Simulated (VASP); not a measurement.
Runs of VASP 6.6.1 on NbH2. The structure is that of space group Fm-3m (No. 225), or close to it. The cells are those of the table. 

```tsv
cell	gap on the mesh (eV)	pressure (GPa)
a = 3.168 Å, angles 60.0°, 3 atoms	none	4.5
a = 3.283 Å, angles 60.0°, 3 atoms	none	-13.7
a = 3.310 Å, angles 60.0°, 3 atoms	none	(a)
a = 3.255 Å, angles 60.0°, 3 atoms	none	(b)
a = 3.198 Å, angles 60.0°, 3 atoms	none	-1.0
a = 3.138 Å, angles 60.0°, 3 atoms	none	10.9
a = 3.227 Å, angles 60.0°, 3 atoms	none	-5.8
```

Alike in all rows: task single point; level PBEsol; potentials or basis VASP PAW PBE potentials, release 64 (Nb_sv, H); no spin polarisation; k mesh 11 × 11 × 11; cutoff (eV) 520; smearing methfessel-paxton 0.1 eV.

Problem. Estimate the missing entries.

Solution. (a) -16.9; (b) -10.1.

Caveats: the PAW data sets were made with another functional, which shifts forces and pressure a little.

A k mesh can miss the band edges, and the runs leave out spin-orbit coupling on Nb.

A gap of «none» marks levels without a gap at the run's occupations.
